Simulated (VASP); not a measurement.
Input of a VASP 6.6.1 run:

The input INCAR:

```
SYSTEM = S
  PREC = Accurate
  ENCUT = 600
  EDIFF = 1E-7
  ISMEAR = -1
  SIGMA = 0.05
  LREAL = .FALSE.
  LASPH = .TRUE.
  NELM = 80
  ALGO = Normal
  ISIF = 3
  LWAVE = .FALSE.
  LCHARG = .FALSE.
  GGA = PE
  IBRION = 2
  NSW = 32
  EDIFFG = -0.005
  PSTRESS = 3900.0
```

KPOINTS

```
regular mesh
0
G
  22 22 22
  0 0 0
```

The input POSCAR:

```
S
1.0
    0.0000000000      1.4895471656      1.4895471656
    1.4895471656      0.0000000000      1.4895471656
    1.4895471656      1.4895471656      0.0000000000
S
1
Direct
    0.0000000000      0.0000000000      0.0000000000
```

Potentials or basis: VASP PAW PBE potentials, release 64 (S).

The run is started by

```sh
$ cat potpaw_PBE.64/S/POTCAR > POTCAR
$ mpirun -np 1 vasp_std > vasp.out
```

**Question.** Estimate the relaxed cell.

**Answer.** a = 2.102 Å, b = 2.102 Å, c = 2.102 Å, α = 60.00°, β = 60.00°, γ = 60.00°.

**Question.** Estimate the relaxed volume.

**Answer.** 6.57 Å³/atom.

The path:
```
step  energy change (eV)  largest force (eV/Å)  pressure (GPa)  volume (Å³)
   1              0.0000                0.0000          383.07         6.61
   2              0.6866                0.0000          433.99         6.34
   3              0.0924                0.0000          389.87         6.57
   4              0.0943                0.0000          389.98         6.57
```

Caveat: the cell is relaxed towards a set pressure, so the enthalpy falls and the energy may rise.
